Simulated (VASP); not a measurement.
# Rb (Im-3m) in VASP: a series of runs

Rb is run at these levels: PBE; tasks: single point.

All numbers are computed with VASP 6.6.1; they aren't measurements. Logs are shortened: lines on timing, memory, paths and dates and some standing lists are left out, and cuts for length are marked.

## Step 1: The cell of the first run

Symmetry: Im-3m, No. 229, cubic system. The conventional cell has a = 5.612 Å, b = 5.612 Å, c = 5.612 Å, α = 90.00°, β = 90.00°, γ = 90.00°.

## Step 2: Single point, PBE

The input, INCAR:

```
SYSTEM = Rb
PREC = Accurate
ENCUT = 520
EDIFF = 1E-6
ISMEAR = 0
SIGMA = 0.15
LREAL = .False.
LASPH = .True.
NELM = 60
ALGO = Normal
ISIF = 2
LWAVE = .False.
LCHARG = .False.
GGA = PE
NBANDS = 10
```

The input, KPOINTS:

```
regular mesh
0
Gamma
  12 12 12
  0 0 0
```

The input, POSCAR:

```
Rb
1.0
   -2.8060000000      2.8060000000      2.8060000000
    2.8060000000     -2.8060000000      2.8060000000
    2.8060000000      2.8060000000     -2.8060000000
Rb
1
Direct
    0.0000000000      0.0000000000      0.0000000000
```

Potentials or basis: VASP PAW PBE potentials, release 64 (Rb_sv).

Run with:

```sh
> cat potpaw_PBE.64/Rb_sv/POTCAR > POTCAR
> mpirun -np 1 vasp_std > vasp.out
```

OUTCAR:

```text
SYSTEM = Rb
   PREC = Accurate
   ENCUT = 520
   EDIFF = 1E-6
   ISMEAR = 0
   LREAL = .False.
   LASPH = .True.
   NELM = 60
   ISIF = 2
   GGA = PE

 ion  position               nearest neighbor table
   1  0.000  0.000  0.000-

  LATTYP: Found a body centered cubic cell.
 ALAT       =     5.6120000000

  Lattice vectors:

 A1 = (  -2.8060000000,   2.8060000000,   2.8060000000)
 A2 = (   2.8060000000,  -2.8060000000,   2.8060000000)
 A3 = (   2.8060000000,   2.8060000000,  -2.8060000000)

Analysis of symmetry for initial positions (statically):
=====================================================================
 Subroutine PRICEL returns:
 Original cell was already a primitive cell.

 Routine SETGRP: Setting up the symmetry group for a
 body centered cubic supercell.

 Subroutine GETGRP returns: Found 48 space group operations
 (whereof 48 operations were pure point group operations)
 out of a pool of 48 trial point group operations.

The static configuration has the point symmetry O_h .

Analysis of symmetry for dynamics (positions and initial velocities):
=====================================================================
 Subroutine PRICEL returns:
 Original cell was already a primitive cell.

 Routine SETGRP: Setting up the symmetry group for a
 body centered cubic supercell.

 Subroutine GETGRP returns: Found 48 space group operations
 (whereof 48 operations were pure point group operations)
 out of a pool of 48 trial point group operations.

The dynamic configuration has the point symmetry O_h .

 Subroutine INISYM returns: Found 48 space group operations
 (whereof 48 operations are pure point group operations),
 and found     1 'primitive' translations

----------------------------------------------------------------------------------------

                                     Primitive cell

  volume of cell :      88.3737

  direct lattice vectors                    reciprocal lattice vectors
    -2.806000000  2.806000000  2.806000000     0.000000000  0.178189594  0.178189594
     2.806000000 -2.806000000  2.806000000     0.178189594  0.000000000  0.178189594
     2.806000000  2.806000000 -2.806000000     0.178189594  0.178189594  0.000000000

  length of vectors
     4.860134566  4.860134566  4.860134566     0.251998140  0.251998140  0.251998140

  position of ions in fractional coordinates (direct lattice)
     0.000000000  0.000000000  0.000000000

[... 72 lines left out ...]
   LASPH  =      T    aspherical Exc in radial PAW
   ENCUT  =  520.0 eV  38.22 Ry    6.18 a.u.   9.04  9.04  9.04*2*pi/ulx,y,z
   NELM   =     60;   NELMIN=  2; NELMDL= -5     # of ELM steps
   EDIFF  = 0.1E-05   stopping-criterion for ELM
   LREAL  =      F    real-space projection
[... 7 lines left out ...]
   TEBEG  =    0.0;   TEEND  =   0.0 temperature during run
   PSTRESS=    0.0 pullay stress
   NELECT =       9.0000    total number of electrons
   NUPDOWN=      -1.0000    fix difference up-down
   EMIN   =  10.00;   EMAX   =-10.00  energy-range for DOS
   EFERMI =   0.00;   METHOD = LEGACY
   ISMEAR =     0;   SIGMA  =   0.15  broadening in eV -4-tet -1-fermi 0-gaus
   EFERMI_NEDOS =   21; number of points for ismear=-14 and -15
   IALGO  =     38    algorithm
   IMIX   =      4    mixing-type and parameters
     AMIX     =   0.40;   BMIX     =  1.00
     AMIX_MAG =   1.60;   BMIX_MAG =  1.00
  volume/ion in A,a.u.               =      88.37       596.38
  Fermi-wavevector in a.u.,A,eV,Ry     =   0.764507  1.444708  7.952205  0.584471
  Thomas-Fermi vector in A             =   1.864423
   LORBIT       =      0    0 simple, 1 ext, 2 COOP (PROOUT), +10 PAW based schemes
   GGA     = PE    functional components
   LHFCALC =     F    Hartree Fock is set to
   AEXX    =    0.0000 exact exchange contribution
   IVDW    =     0    specifies the selected vdW correction
   LEPSILON=     F    determine dielectric tensor
   LRPA    =     F    only Hartree local field effects (RPA)
 non-spin polarized calculation
 Gauss-broadening in eV      SIGMA  =   0.15
  energy-cutoff  :      520.00
  volume of cell :       88.37
 maximum number of plane-waves:      2412
   NGX = 19   NGY = 19   NGZ = 19

 number of electron       9.0000000 magnetization

 Free energy of the ion-electron system (eV)
  ---------------------------------------------------
  ext. energy  EPLUGINS =         0.00000000
  ---------------------------------------------------
  free energy    TOTEN  =        -0.93991724 eV

  energy without entropy =       -0.92868162  energy(sigma->0) =       -0.93429943

 E-fermi :   0.0741     XC(G=0):  -5.5374

 val. band max:        0.0606785273   @ k =   0.2500   0.2500   0.0000
 cond. band min:       0.1051487956   @ k =   0.3333   0.1667   0.0000
 fundamental gap:      0.0444702683
 Fermi energy:         0.0740557604

 k-point     1 :       0.0000    0.0000    0.0000
  band No.  band energies     occupation
      1     -28.8094      2.00000
      2     -12.8486      2.00000
      3     -12.8486      2.00000
      4     -12.8486      2.00000
      5      -1.9326      2.00000
      6       3.7848      0.00000
      7       3.7848      0.00000
      8       3.7848      0.00000
      9       4.7380      0.00000
     10       4.7380      0.00000
[... 287 lines left out ...]
 k-point    24 :       0.4167    0.0833    0.0833
  band No.  band energies     occupation
      1     -28.8045      2.00000
      2     -12.9470      2.00000
      3     -12.8880      2.00000
      4     -12.8555      2.00000
      5       0.4907      0.00009
      6       0.9291      0.00000
      7       2.3638      0.00000
      8       4.1876      0.00000
      9       5.3780      0.00000
     10       5.3983      0.00000

 [... further k-points ...]

------------------------ aborting loop because EDIFF is reached ----------------------------------------

  FORCE on cell =-STRESS in cart. coord.  units (eV):
  Direction    XX          YY          ZZ          XY          YZ          ZX
  --------------------------------------------------------------------------------------
  -------------------------------------------------------------------------------------
  Total        0.0515254      0.0515254      0.0515254      0.0000000      0.0000000      0.0000000
  in kB        0.9341329      0.9341329      0.9341329      0.0000000      0.0000000      0.0000000
  external PRESSURE =       0.9341329 kB  Pullay stress =       0.0000000 kB

 VOLUME and BASIS-vectors are now :
 -----------------------------------------------------------------------------
  energy-cutoff  :      520.00
  volume of cell :       88.37
      direct lattice vectors                 reciprocal lattice vectors
    -2.806000000  2.806000000  2.806000000     0.000000000  0.178189594  0.178189594
     2.806000000 -2.806000000  2.806000000     0.178189594  0.000000000  0.178189594
     2.806000000  2.806000000 -2.806000000     0.178189594  0.178189594  0.000000000

 POSITION                                       TOTAL-FORCE (eV/Angst)
 -----------------------------------------------------------------------------------
      0.00000      0.00000      0.00000         0.000000      0.000000      0.000000
 -----------------------------------------------------------------------------------
    total drift:                               -0.000000     -0.000000     -0.000000

  FREE ENERGIE OF THE ION-ELECTRON SYSTEM (eV)
  ---------------------------------------------------
  free  energy   TOTEN  =        -0.9399172412 eV

  energy  without entropy=       -0.9286816217  energy(sigma->0) =       -0.93429943
```

OSZICAR:

```text
N       E                     dE             d eps       ncg     rms          rms(c)
DAV:   1     0.424337161322E+02    0.42434E+02   -0.32854E+03  1440   0.654E+02
DAV:   2     0.173993795132E+01   -0.40694E+02   -0.39814E+02  1596   0.125E+02
DAV:   3    -0.826107963668E+00   -0.25660E+01   -0.25587E+01  1882   0.319E+01
DAV:   4    -0.936750981027E+00   -0.11064E+00   -0.11028E+00  2050   0.576E+00
DAV:   5    -0.938515991859E+00   -0.17650E-02   -0.17647E-02  1964   0.663E-01    0.128E+00
DAV:   6    -0.938938692458E+00   -0.42270E-03   -0.20312E-03  1986   0.254E-01    0.772E-01
DAV:   7    -0.939794732100E+00   -0.85604E-03   -0.32220E-03  1680   0.325E-01    0.482E-02
DAV:   8    -0.939904455577E+00   -0.10972E-03   -0.11654E-04  1670   0.842E-02    0.202E-02
DAV:   9    -0.939917475600E+00   -0.13020E-04   -0.13620E-05  1848   0.284E-02    0.509E-03
DAV:  10    -0.939917241230E+00    0.23437E-06   -0.39231E-06  1880   0.111E-02
   1 F= -.93991724E+00 E0= -.93429943E+00  d E =-.112356E-01
```

It took 23 s on 1 thread of AMD EPYC 9R45 (Zen 5), shared host; peak memory 0.2 GiB.

What came out:

```
Free energy : -0.9399 eV
Pressure    : 0.1 GPa
```

## Step 3: Single point, PBE

The input, INCAR:

```
ALGO     = Normal         # electronic algorithm
EDIFF    = 1E-7           # SCF threshold, eV
ENCUT    = 520            # plane-wave cutoff, eV
GGA      = PE             # functional
ISIF     = 2              # what is computed and relaxed
ISMEAR   = 0              # smearing method
LASPH    = T              # aspherical terms in the spheres
LCHARG   = F              # write CHGCAR
LREAL    = F              # projectors in reciprocal space
LWAVE    = F              # write WAVECAR
NBANDS   = 10             # bands
NELM     = 100            # most SCF steps
PREC     = Accurate       # precision mode
SIGMA    = 0.15           # smearing width, eV
```

The input, KPOINTS:

```
k-points
0
Gamma
  14 14 14
```

POSCAR is that of step 2.

Potentials or basis: VASP PAW PBE potentials, release 64 (Rb_sv).

Run with:

```sh
> cat potpaw_PBE.64/Rb_sv/POTCAR > POTCAR
> mpirun -np 1 vasp_std > vasp.out
```

Run time: 36 s. Hardware: 1 thread of AMD EPYC 9R45 (Zen 5), shared host; peak memory 0.22 GiB.

The run converged. Its results:

```
Free energy : -0.9405 eV
Pressure    : 0.1 GPa
```

Levels at points of the mesh, in eV from the Fermi level:
```tsv
k point	band 1	band 2	band 3	band 4	band 5	band 6	band 7	band 8
(0.00, 0.00, 0.00)	-28.89	-12.93	-12.93	-12.93	-2.01	3.71	3.71	3.71
(0.50, 0.00, 0.00)	-28.88	-13.03	-12.96	-12.93	0.23	0.80	2.59	4.32
(0.50, 0.50, 0.50)	-28.88	-13.00	-13.00	-13.00	1.24	1.24	3.33	3.33
```
